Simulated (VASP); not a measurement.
# Rb (P6_3/mmc) in VASP: a series of runs, part 2 of 2

VASP 6.6.1.

**3. Relaxation of shape and atoms at fixed volume, PBE**

This run uses another cell than the first one, of 41.21 Å³/atom.

INCAR

```
PREC = Accurate ; ENCUT = 600
EDIFF = 1E-7 ; ISMEAR = -1
SIGMA = 0.08 ; LREAL = F
LASPH = T ; NELM = 80
ALGO = Normal ; ISIF = 4
LWAVE = F ; LCHARG = F
GGA = PE ; IBRION = 2
NSW = 50 ; EDIFFG = -0.005
```

KPOINTS

```
regular mesh
0
Gamma
  9 9 5
```

POSCAR

```
Rb
1.0
    3.8636841169      0.0000000000      0.0000000000
   -1.9318420584      3.3460485974      0.0000000000
    0.0000000000      0.0000000000      6.3745883782
Rb
2
Direct
    0.3333333333      0.6666666667      0.2500000000
    0.6666666667      0.3333333333      0.7500000000
```

Potentials or basis: VASP PAW PBE potentials, release 64 (Rb_sv).

Launch:

```sh
cat potpaw_PBE.64/Rb_sv/POTCAR > POTCAR
mpirun -np 1 vasp_std > vasp.out
```

OUTCAR:

```text
PREC = Accurate
   ENCUT = 600
   EDIFF = 1E-7
   ISMEAR = -1
   LREAL = F
   LASPH = T
   NELM = 80
   ISIF = 4
   GGA = PE
   IBRION = 2
   NSW = 50
   EDIFFG = -0.005

 ion  position               nearest neighbor table
   1  0.333  0.667  0.250-   2 3.89   2 3.89   2 3.89   2 3.89   2 3.89   2 3.89   2 5.48   2 5.48
                             2 5.48   2 5.48   2 5.48   2 5.48
   2  0.667  0.333  0.750-   1 3.89   1 3.89   1 3.89   1 3.89   1 3.89   1 3.89   1 5.48   1 5.48
                             1 5.48   1 5.48   1 5.48   1 5.48

  LATTYP: Found a hexagonal cell.
 ALAT       =     3.8636841169
 C/A-ratio  =     1.6498730707

  Lattice vectors:

 A1 = (   3.8636841169,   0.0000000000,   0.0000000000)
 A2 = (  -1.9318420584,   3.3460485974,   0.0000000000)
 A3 = (   0.0000000000,   0.0000000000,   6.3745883782)

Analysis of symmetry for initial positions (statically):
=====================================================================
 Subroutine PRICEL returns:
 Original cell was already a primitive cell.

 Routine SETGRP: Setting up the symmetry group for a
 hexagonal supercell.

 Subroutine GETGRP returns: Found 24 space group operations
 (whereof 12 operations were pure point group operations)
 out of a pool of 24 trial point group operations.

The static configuration has the point symmetry D_3d.
 The point group associated with its full space group is D_6h.

Analysis of symmetry for dynamics (positions and initial velocities):
=====================================================================
 Subroutine PRICEL returns:
 Original cell was already a primitive cell.

 Routine SETGRP: Setting up the symmetry group for a
 hexagonal supercell.

 Subroutine GETGRP returns: Found 24 space group operations
 (whereof 12 operations were pure point group operations)
[... 141 lines left out ...]

--------------------------------------- Ionic step        1  -------------------------------------------

 number of electron      18.0000000 magnetization

 Free energy of the ion-electron system (eV)
  ---------------------------------------------------
  ext. energy  EPLUGINS =         0.00000000
  ---------------------------------------------------
  free energy    TOTEN  =        -0.37356372 eV

  energy without entropy =       -0.33322931  energy(sigma->0) =       -0.35339652

------------------------ aborting loop because EDIFF is reached ----------------------------------------

  FORCE on cell =-STRESS in cart. coord.  units (eV):
  Direction    XX          YY          ZZ          XY          YZ          ZX
  --------------------------------------------------------------------------------------
  -------------------------------------------------------------------------------------
  Total        4.4751537      4.4751537      4.4137751      0.0000000      0.0000000     -0.0000000
  in kB       87.0026611     87.0026611     85.8093823      0.0000000      0.0000000     -0.0000000
  external PRESSURE =      86.6049015 kB  Pullay stress =       0.0000000 kB
[... 131 lines left out ...]
--------------------------------------- Ionic step        5  -------------------------------------------

 number of electron      18.0000000 magnetization

 Free energy of the ion-electron system (eV)
  ---------------------------------------------------
  ext. energy  EPLUGINS =         0.00000000
  ---------------------------------------------------
  free energy    TOTEN  =        -0.37369624 eV

  energy without entropy =       -0.33345931  energy(sigma->0) =       -0.35357778

 E-fermi :   2.7243     XC(G=0):  -7.8247

 val. band max:        2.7127673621   @ k =   0.4444   0.0000   0.4000
 cond. band min:       2.7475107976   @ k =   0.1111   0.0000   0.0000
 fundamental gap:      0.0347434355
 Fermi energy:         2.7243467895

 k-point     1 :       0.0000    0.0000    0.0000
  band No.  band energies     occupation
      1     -26.3211      2.00000
      2     -26.2018      2.00000
      3     -10.9981      2.00000
      4     -10.0689      2.00000
      5     -10.0689      2.00000
      6      -9.9470      2.00000
      7      -9.9470      2.00000
      8      -9.9470      2.00000
      9      -0.2522      2.00000
     10       2.4605      1.92876
     11       4.7489      0.00000
     12       6.6222      0.00000
     13       6.6225      0.00000
[... 354 lines left out ...]
  band No.  band energies     occupation
      1     -26.1702      2.00000
      2     -26.1702      2.00000
      3     -10.7083      2.00000
      4     -10.6725      2.00000
      5     -10.6725      2.00000
      6     -10.4406      2.00000
      7     -10.2363      2.00000
      8     -10.2363      2.00000
      9       3.5026      0.00012
     10       3.8391      0.00000
     11       4.0217      0.00000
     12       4.0217      0.00000
     13       5.3277      0.00000

 [... further k-points ...]

------------------------ aborting loop because EDIFF is reached ----------------------------------------

  FORCE on cell =-STRESS in cart. coord.  units (eV):
  Direction    XX          YY          ZZ          XY          YZ          ZX
  --------------------------------------------------------------------------------------
  -------------------------------------------------------------------------------------
  Total        4.4561677      4.4561677      4.4562977      0.0000000      0.0000000      0.0000000
  in kB       86.6335492     86.6335492     86.6360764      0.0000000      0.0000000      0.0000000
  external PRESSURE =      86.6343916 kB  Pullay stress =       0.0000000 kB
[... 17 lines left out ...]
  FREE ENERGIE OF THE ION-ELECTRON SYSTEM (eV)
  ---------------------------------------------------
  free  energy   TOTEN  =        -0.3736962440 eV

  energy  without entropy=       -0.3334593140  energy(sigma->0) =       -0.35357778

 reached required accuracy - stopping structural energy minimisation
```

CONTCAR:

```text
Rb
   1.00000000000000
     3.8721043041628302    0.0000000000274616   -0.0000000000000000
    -1.9360521520075238    3.3533406934282310   -0.0000000000000000
     0.0000000000000000    0.0000000000000000    6.3468944613568743
  Rb
     2
Direct
     0.3333333332999970    0.6666666667000030    0.2500000000000000
     0.6666666667000030    0.3333333332999970    0.7500000000000000

  0.00000000E+00  0.00000000E+00  0.00000000E+00
  0.00000000E+00  0.00000000E+00  0.00000000E+00
```

It took 1.7 min on 1 thread of AMD EPYC 9755, shared host; peak memory 0.2 GiB.

What came out:

```yaml
Free_energy: -0.3737 eV
Energy_gained_by_relaxing: 0.1 meV/atom
Ionic_steps: 5
Pressure_after_relaxing: 8.7 GPa
Band_gap_on_the_k_mesh: zero (bands 9 and 10 overlap by 2.14 eV)
```

The path:
| step | energy change (eV) | largest force (eV/Å) | pressure (GPa) | volume (Å³) |
| --- | --- | --- | --- | --- |
| 1 | 0.0000 | 0.0000 | 8.66 | 82.41 |
| 2 | -0.0001 | 0.0000 | 8.66 | 82.41 |
| 3 | -0.0001 | 0.0000 | 8.66 | 82.41 |
| 4 | -0.0001 | 0.0000 | 8.66 | 82.41 |
| 5 | -0.0001 | 0.0000 | 8.66 | 82.41 |

Final structure:
```xyz
2
Lattice="3.8721 0.0000 0.0000 -1.9361 3.3533 0.0000 0.0000 0.0000 6.3469" Properties=species:S:1:pos:R:3 pbc="T T T"
Rb    0.0000    2.2356    1.5867
Rb    1.9361    1.1178    4.7602
```

Levels at points of the mesh, in eV from the Fermi level:
```
           k point  band 6  band 7  band 8  band 9  band 10  band 11  band 12  band 13
(0.00, 0.00, 0.00)  -12.67  -12.67  -12.67   -2.98    -0.26     2.02     3.90     3.90
```

**4. Relaxation of shape and atoms at fixed volume, PBE**

This run uses another cell than the first one, of 47.62 Å³/atom.

INCAR

```
PREC     = Accurate       # precision mode
ENCUT    = 600            # plane-wave cutoff, eV
EDIFF    = 1E-7           # SCF threshold, eV
ISMEAR   = -1             # smearing method
SIGMA    = 0.08           # smearing width, eV
LREAL    = False          # projectors in reciprocal space
LASPH    = True           # aspherical terms in the spheres
NELM     = 100            # most SCF steps
ALGO     = Normal         # electronic algorithm
ISIF     = 4              # what is computed and relaxed
LWAVE    = False          # write WAVECAR
LCHARG   = False          # write CHGCAR
GGA      = PE             # functional
IBRION   = 2              # ionic algorithm
NSW      = 50             # ionic steps
EDIFFG   = -0.005         # ionic threshold
```

KPOINTS is that of step 3.

POSCAR

```
Rb
1.0
    4.0544494417      0.0000000000      0.0000000000
   -2.0272247208      3.5112562149      0.0000000000
    0.0000000000      0.0000000000      6.6893269505
Rb
2
Direct
    0.3333333333      0.6666666667      0.2500000000
    0.6666666667      0.3333333333      0.7500000000
```

Potentials or basis: VASP PAW PBE potentials, release 64 (Rb_sv).

Launch:

```sh
cat potpaw_PBE.64/Rb_sv/POTCAR > POTCAR
mpirun -np 1 vasp_std > vasp.out
```

OUTCAR:

```text
PREC = Accurate
   ENCUT = 600
   EDIFF = 1E-7
   ISMEAR = -1
   LREAL = False
   LASPH = True
   NELM = 100
   ISIF = 4
   GGA = PE
   IBRION = 2
   NSW = 50
   EDIFFG = -0.005

 ion  position               nearest neighbor table
   1  0.333  0.667  0.250-   2 4.08   2 4.08   2 4.08   2 4.08   2 4.08   2 4.08   2 5.75   2 5.75
                             2 5.75   2 5.75   2 5.75   2 5.75
   2  0.667  0.333  0.750-   1 4.08   1 4.08   1 4.08   1 4.08   1 4.08   1 4.08   1 5.75   1 5.75
                             1 5.75   1 5.75   1 5.75   1 5.75

  LATTYP: Found a hexagonal cell.
 ALAT       =     4.0544494417
 C/A-ratio  =     1.6498730707

  Lattice vectors:

 A1 = (   4.0544494417,   0.0000000000,   0.0000000000)
 A2 = (  -2.0272247208,   3.5112562149,   0.0000000000)
 A3 = (   0.0000000000,   0.0000000000,   6.6893269505)

Analysis of symmetry for initial positions (statically):
=====================================================================
 Subroutine PRICEL returns:
 Original cell was already a primitive cell.

 Routine SETGRP: Setting up the symmetry group for a
 hexagonal supercell.

 Subroutine GETGRP returns: Found 24 space group operations
 (whereof 12 operations were pure point group operations)
 out of a pool of 24 trial point group operations.

The static configuration has the point symmetry D_3d.
 The point group associated with its full space group is D_6h.

Analysis of symmetry for dynamics (positions and initial velocities):
=====================================================================
 Subroutine PRICEL returns:
 Original cell was already a primitive cell.

 Routine SETGRP: Setting up the symmetry group for a
 hexagonal supercell.

 Subroutine GETGRP returns: Found 24 space group operations
 (whereof 12 operations were pure point group operations)
 out of a pool of 24 trial point group operations.

The dynamic configuration has the point symmetry D_3d.
 The point group associated with its full space group is D_6h.

 Subroutine INISYM returns: Found 24 space group operations
 (whereof 12 operations are pure point group operations),
 and found     1 'primitive' translations

----------------------------------------------------------------------------------------

                                     Primitive cell

  volume of cell :      95.2307

  direct lattice vectors                    reciprocal lattice vectors
     4.054449442  0.000000000  0.000000000     0.246642612  0.142399178  0.000000000
    -2.027224721  3.511256215  0.000000000     0.000000000  0.284798357  0.000000000
     0.000000000  0.000000000  6.689326950     0.000000000  0.000000000  0.149491871

  length of vectors
     4.054449442  4.054449442  6.689326950     0.284798357  0.284798357  0.149491871

  position of ions in fractional coordinates (direct lattice)
     0.333333333  0.666666667  0.250000000
     0.666666667  0.333333333  0.750000000

  ion indices of the primitive-cell ions
   primitive index   ion index
[... 60 lines left out ...]
   dimension x,y,z NGXF=    64 NGYF=   64 NGZF=  108
   ions per type =               2
   NGX,Y,Z   is equivalent  to a cutoff of  13.12, 13.12, 13.42 a.u.
   NGXF,Y,Z  is equivalent  to a cutoff of  26.24, 26.24, 26.84 a.u.
 SYSTEM =  unknown system
   PREC   = accura    normal or accurate (medium, high low for compatibility)
   ISTART =      0    job   : 0-new  1-cont  2-samecut
   ICHARG =      2    charge: 1-file 2-atom 10-const
   ISPIN  =      1    spin polarized calculation?
   LNONCOLLINEAR =      F non collinear calculations
   LSORBIT =      F    spin-orbit coupling
   LASPH  =      T    aspherical Exc in radial PAW
   ENCUT  =  600.0 eV  44.10 Ry    6.64 a.u.   8.10  8.10 13.36*2*pi/ulx,y,z
   NELM   =    100;   NELMIN=  2; NELMDL= -5     # of ELM steps
   EDIFF  = 0.1E-06   stopping-criterion for ELM
   LREAL  =      F    real-space projection
   EDIFFG = -.5E-02   stopping-criterion for IOM
   NSW    =     50    number of steps for IOM
   IBRION =      2    ionic relax: 0-MD 1-quasi-New 2-CG
   NFREE  =      1    steps in history (QN), initial steepest desc. (CG)
   ISIF   =      4    stress and relaxation
   ISYM   =      2    0-nonsym 1-usesym 2-fastsym
   POTIM  = 0.5000    time-step for ionic-motion
   TEBEG  =    0.0;   TEEND  =   0.0 temperature during run
   PSTRESS=    0.0 pullay stress
   NELECT =      18.0000    total number of electrons
   NUPDOWN=      -1.0000    fix difference up-down
   EMIN   =  10.00;   EMAX   =-10.00  energy-range for DOS
   EFERMI =   0.00;   METHOD = LEGACY
   ISMEAR =    -1;   SIGMA  =   0.08  broadening in eV -4-tet -1-fermi 0-gaus
   EFERMI_NEDOS =   21; number of points for ismear=-14 and -15
   IALGO  =     38    algorithm
   IMIX   =      4    mixing-type and parameters
     AMIX     =   0.40;   BMIX     =  1.00
     AMIX_MAG =   1.60;   BMIX_MAG =  1.00
  volume/ion in A,a.u.               =      47.62       321.32
  Fermi-wavevector in a.u.,A,eV,Ry     =   0.939521  1.775438 12.009871  0.882701
  Thomas-Fermi vector in A             =   2.066842
   LORBIT       =      0    0 simple, 1 ext, 2 COOP (PROOUT), +10 PAW based schemes
   GGA     = PE    functional components
   LHFCALC =     F    Hartree Fock is set to
   AEXX    =    0.0000 exact exchange contribution
   IVDW    =     0    specifies the selected vdW correction
   LEPSILON=     F    determine dielectric tensor
   LRPA    =     F    only Hartree local field effects (RPA)
 conjugate gradient relaxation of ions
 non-spin polarized calculation
  energy-cutoff  :      600.00
  volume of cell :       95.23
 maximum number of plane-waves:      3196
   NGX = 17   NGY = 17   NGZ = 27

--------------------------------------- Ionic step        1  -------------------------------------------

 number of electron      18.0000000 magnetization

 Free energy of the ion-electron system (eV)
  ---------------------------------------------------
  ext. energy  EPLUGINS =         0.00000000
  ---------------------------------------------------
  free energy    TOTEN  =        -0.93941300 eV

  energy without entropy =       -0.90469676  energy(sigma->0) =       -0.92205488

------------------------ aborting loop because EDIFF is reached ----------------------------------------

  FORCE on cell =-STRESS in cart. coord.  units (eV):
  Direction    XX          YY          ZZ          XY          YZ          ZX
  --------------------------------------------------------------------------------------
  -------------------------------------------------------------------------------------
  Total        3.3986747      3.3986747      3.3428545      0.0000000      0.0000000      0.0000000
  in kB       57.1798942     57.1798942     56.2407662      0.0000000      0.0000000      0.0000000
  external PRESSURE =      56.8668515 kB  Pullay stress =       0.0000000 kB
[... 131 lines left out ...]
--------------------------------------- Ionic step        5  -------------------------------------------

 number of electron      18.0000000 magnetization

 Free energy of the ion-electron system (eV)
  ---------------------------------------------------
  ext. energy  EPLUGINS =         0.00000000
  ---------------------------------------------------
  free energy    TOTEN  =        -0.93952899 eV

  energy without entropy =       -0.90484289  energy(sigma->0) =       -0.92218594

 E-fermi :   2.0993     XC(G=0):  -7.3191

 val. band max:        1.9909427830   @ k =   0.3333  -0.0000   0.4000
 cond. band min:       2.1640240980   @ k =   0.1111  -0.0000   0.0000
 fundamental gap:      0.1730813150
 Fermi energy:         2.0993376780

 k-point     1 :       0.0000    0.0000    0.0000
  band No.  band energies     occupation
      1     -26.8351      2.00000
      2     -26.7671      2.00000
      3     -11.3427      2.00000
      4     -10.7110      2.00000
      5     -10.7110      2.00000
      6     -10.6271      2.00000
      7     -10.6263      2.00000
      8     -10.6263      2.00000
      9      -0.7733      2.00000
     10       1.9179      1.81234
     11       3.6389      0.00000
     12       5.9336      0.00000
     13       5.9336      0.00000
[... 354 lines left out ...]
  band No.  band energies     occupation
      1     -26.7489      2.00000
      2     -26.7489      2.00000
      3     -11.1427      2.00000
      4     -11.1197      2.00000
      5     -11.1197      2.00000
      6     -10.9630      2.00000
      7     -10.8244      2.00000
      8     -10.8244      2.00000
      9       3.0630      0.00001
     10       3.0751      0.00001
     11       3.2682      0.00000
     12       3.2682      0.00000
     13       4.5301      0.00000

 [... further k-points ...]

------------------------ aborting loop because EDIFF is reached ----------------------------------------

  FORCE on cell =-STRESS in cart. coord.  units (eV):
  Direction    XX          YY          ZZ          XY          YZ          ZX
  --------------------------------------------------------------------------------------
  -------------------------------------------------------------------------------------
  Total        3.3797432      3.3797432      3.3795852      0.0000000      0.0000000     -0.0000000
  in kB       56.8613879     56.8613879     56.8587283      0.0000000      0.0000000     -0.0000000
  external PRESSURE =      56.8605014 kB  Pullay stress =       0.0000000 kB
[... 17 lines left out ...]
  FREE ENERGIE OF THE ION-ELECTRON SYSTEM (eV)
  ---------------------------------------------------
  free  energy   TOTEN  =        -0.9395289945 eV

  energy  without entropy=       -0.9048428925  energy(sigma->0) =       -0.92218594

 reached required accuracy - stopping structural energy minimisation
```

It took 1.9 min on 1 thread of AMD EPYC 9755, shared host; peak memory 0.21 GiB.

Results:

| Property | Result |
| --- | --- |
| Free energy | -0.9395 eV |
| Energy gained by relaxing | 0.1 meV/atom |
| Ionic steps | 5 |
| Pressure after relaxing | 5.7 GPa |
| Band gap on the k mesh | zero (bands 9 and 10 overlap by 2.28 eV) |

Step by step:
| step | energy change (eV) | largest force (eV/Å) | pressure (GPa) | volume (Å³) |
| --- | --- | --- | --- | --- |
| 1 | 0.0000 | 0.0000 | 5.69 | 95.23 |
| 2 | 0.0000 | 0.0000 | 5.69 | 95.23 |
| 3 | -0.0001 | 0.0000 | 5.69 | 95.23 |
| 4 | -0.0001 | 0.0000 | 5.69 | 95.23 |
| 5 | -0.0001 | 0.0000 | 5.69 | 95.23 |

Final structure:
```cif
data_structure
_symmetry_space_group_name_H-M 'P 1'
_symmetry_Int_Tables_number 1
_cell_length_a 4.0629
_cell_length_b 4.0629
_cell_length_c 6.6614
_cell_angle_alpha 90.000
_cell_angle_beta 90.000
_cell_angle_gamma 120.000
_cell_volume 95.23
loop_
_atom_site_label
_atom_site_type_symbol
_atom_site_fract_x
_atom_site_fract_y
_atom_site_fract_z
_atom_site_occupancy
Rb1 Rb 0.33333 0.66667 0.25000 1
Rb2 Rb 0.66667 0.33333 0.75000 1
```

**5. Overview**

| task | cell | cutoff (eV) | gap on the mesh (eV) | pressure (GPa) |
| --- | --- | --- | --- | --- |
| single point | a = 5.042, b = 5.042, c = 8.319 Å, angles 90.0, 90.0, 120.0°, 2 atoms | 520 | none | 0.0 |
| relaxation of shape and atoms at fixed volume | relaxed from a = 3.864, b = 3.864, c = 6.375 Å, angles 90.0, 90.0, 120.0°, 2 atoms | 600 | none | 8.7 |
| relaxation of shape and atoms at fixed volume | relaxed from a = 4.054, b = 4.054, c = 6.689 Å, angles 90.0, 90.0, 120.0°, 2 atoms | 600 | none | 5.7 |

Alike in all rows: level PBE; potentials or basis VASP PAW PBE potentials, release 64 (Rb_sv); no spin polarisation; k mesh 9 × 9 × 5; smearing fermi-dirac 0.08 eV.

Absolute energies hang on the potentials; compare differences alone.

The gap in the log of VASP goes by the Fermi energy; the results here count the filled bands.